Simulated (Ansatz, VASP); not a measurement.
# Two plane-wave programs on Al3GaN4

```
CELL_PARAMETERS angstrom
4.40128 -0.00004 0.00007
-0.00004 4.40133 0.00008
0.00007 0.00009 4.40106
ATOMIC_POSITIONS crystal
Al 0.50000 0.50000 0.00000
Al 0.50000 0.00000 0.50000
Al 0.00000 0.50000 0.50000
Ga 0.00000 0.00000 0.00000
N 0.74446 0.74446 0.25554
N 0.74446 0.25554 0.74446
N 0.25554 0.74446 0.74446
N 0.25554 0.25554 0.25554
```

Change from the starting cell: all atoms moved at random, sigma 0.15 Å a component, cell strained at random, sigma 0.06; relaxed back.

Alike in both runs: functional r2SCAN; k mesh 6 × 6 × 6; occupations gaussian, width 0.05 eV; no spin polarisation.

Ansatz relaxed the structure, and its values are those at the end. VASP's run is a single point on that final structure, the one shown.

|  | VASP | Ansatz |
| --- | --- | --- |
| version | VASP 6.6.1 | Ansatz 0.2.0 |
| potentials or method | VASP PAW PBE potentials, release 64 (Al, Ga_d, N), cutoff 520 eV | scalar-relativistic, plane waves, PAW |
| valence electrons in the cell | 42 | 42 |

```tsv
	VASP	Ansatz	Ansatz less VASP
gap on the k mesh at the Fermi level (eV)	4.00	4.01	+0.006
least direct gap on the mesh (eV)	4.00	4.01	+0.006
pressure (GPa)	0.0	0.0	+0.01
rms of the force components (eV/Å)	0.031	0.000	-0.0307
```

VASP's potentials were made for PBE, not for r2SCAN.
